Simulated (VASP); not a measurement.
A run of VASP 6.6.1:

Contents of POSCAR:

```
AlN
1.0
    0.0168235484      2.1848764208      2.1848764208
    2.1848764208      0.0168235484      2.1848764208
    2.2016999692      2.2016999692      0.0000000000
Al N
1 1
Direct
    0.0010089038      0.0010089038     -0.0010089038
    0.2489910962      0.2489910962      0.2510089038
```

The input INCAR.step1:

```
PREC = Accurate
ENCUT = 520
ISMEAR = 0
SIGMA = 0.01
LREAL = F
LASPH = T
NELM = 100
NBANDS = 11
GGA = PE
ALGO = Normal
EDIFF = 1E-4
LWAVE = T
LCHARG = F
```

File INCAR.step2:

```
PREC = Accurate
ENCUT = 520
EDIFF = 1E-6
ISMEAR = 0
SIGMA = 0.01
LREAL = F
LASPH = T
NELM = 100
ALGO = Normal
ISIF = 2
LWAVE = F
LCHARG = F
METAGGA = R2SCAN
LMIXTAU = T
NBANDS = 11
ISTART = 1
```

The input KPOINTS:

```
regular mesh
0
Gamma
  10 10 10
```

Potentials or basis: VASP PAW PBE potentials, release 64 (Al, N).

Launch:

```console
$ cat potpaw_PBE.64/Al/POTCAR potpaw_PBE.64/N/POTCAR > POTCAR
$ cp INCAR.step1 INCAR
$ mpirun -np 1 vasp_std > vasp.out
$ cp INCAR.step2 INCAR
$ mpirun -np 1 vasp_std > vasp.out
```

Hardware: 1 thread of Intel Xeon 8259CL, with other jobs on the host.

Problem. Estimate the wall time of this run.

Solution. Wall time 2.1 min on 1 thread of Intel Xeon 8259CL, on a shared host, peak memory 0.16 GiB. Counts: k points 171.
